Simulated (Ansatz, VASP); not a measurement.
## Two plane-wave programs on LaB6

```
La B
1.0
     4.09898    0.00000    0.00000
     0.00000    4.09898    0.00000
     0.00000    0.00000    4.09898
La B
1 6
Cartesian
  0.0000 0.0000 0.0000
  0.8194 2.0495 2.0495
  2.0495 0.8194 2.0495
  3.2795 2.0495 2.0495
  2.0495 3.2795 2.0495
  2.0495 2.0495 0.8194
  2.0495 2.0495 3.2795
```

Alike in both runs: functional LDA; k mesh 7 × 7 × 7; no spin polarisation.

Ansatz relaxed the structure, and its values are those at the end. VASP's run is a single point on that final structure, the one shown.

|  | VASP | Ansatz |
| --- | --- | --- |
| version | VASP 6.6.1 | Ansatz 0.2.0 |
| potentials or method | VASP PAW LDA potentials, release 64 (La, B) | plane waves, PAW |
| plane-wave cutoff (eV) | 520 | 420 |
| occupations | fermi-dirac, width 0.1 eV | fermi-dirac |
| valence electrons in the cell | 29 | 29 |

```tsv
	VASP	Ansatz	Ansatz less VASP
pressure (GPa)	0.2	0.0	-0.16
rms of the force components (eV/Å)	0.012	0.000	-0.0122
```

LDA's correlation is that of Perdew and Zunger in VASP and of Perdew and Wang (1992) in Ansatz.

Neither program's run includes spin-orbit coupling.
